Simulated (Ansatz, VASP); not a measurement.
SiC in VASP and in Ansatz

Contents of INCAR:

```
ALGO = Normal ; EDIFF = 1E-7
EDIFFG = -0.002 ; ENCUT = 600
GGA = PE ; GGA_COMPAT = F
IBRION = 2 ; ISIF = 3
ISMEAR = 0 ; LASPH = T
LCHARG = F ; LREAL = F
LWAVE = F ; NELM = 120
NELMIN = 4 ; NSW = 100
PREC = Accurate ; SIGMA = 0.02
```

File KPOINTS:

```
k-points
0
Gamma
  10 10 10
```

The input POSCAR:

```
SiC
1.0
    0.0000000000      2.1906727624      2.1906727624
    2.1906727624      0.0000000000      2.1906727624
    2.1906727624      2.1906727624      0.0000000000
C Si
1 1
Direct
    0.7500000000      0.7500000000      0.7500000000
    0.5000000000      0.5000000000      0.5000000000
```

Input for Ansatz:

```yaml
crystal:
  lattice:
    - [0.0, 2.1906727624, 2.1906727624]
    - [2.1906727624, 0.0, 2.1906727624]
    - [2.1906727624, 2.1906727624, 0.0]
  atoms:
    - { symbol: C, position: [0.75, 0.75, 0.75] }
    - { symbol: Si, position: [0.5, 0.5, 0.5] }
basis:
  ecutwfc: 420
kpoints:
  mp_grid: { grid: [10, 10, 10] }
hamiltonian:
  xc: pbe
scf:
  occupations: { method: gaussian, width: 0.02 }
output:
  forces: true
  stress: true
  eigenvalues: true
  write_density: true
  write_potential: true
  elf: true
  volumetric_format: npy
relax:
  adjacent_minimum: "off"
  f_tol: 0.002
  max_steps: 80
  cell: { stress_tol: 0.02 }
```

Alike in both runs: task relaxation of cell and atoms; functional PBE; k mesh 10 × 10 × 10; occupations gaussian, width 0.02 eV; no spin polarisation.

|  | VASP | Ansatz |
| --- | --- | --- |
| version | VASP 6.6.1 | Ansatz 0.2.0 |
| potentials or method | VASP PAW PBE potentials, release 64 (C, Si), cutoff 600 eV | scalar-relativistic, plane waves, PAW |
| valence electrons in the cell | 8 | 8 |

Ansatz gave:

| Item | Value |
| --- | --- |
| gap on the k mesh at the Fermi level, each at its own relaxed structure (eV) | 1.37 |
| relaxed volume (Å³/atom) | 10.50 |
| relaxed cell length with the largest relative difference (Å) | 3.097 |

Problem. Estimate VASP's values.

Solution. gap on the k mesh at the Fermi level, each at its own relaxed structure (eV): 1.37; relaxed volume (Å³/atom): 10.49; relaxed cell length with the largest relative difference (Å): 3.096.
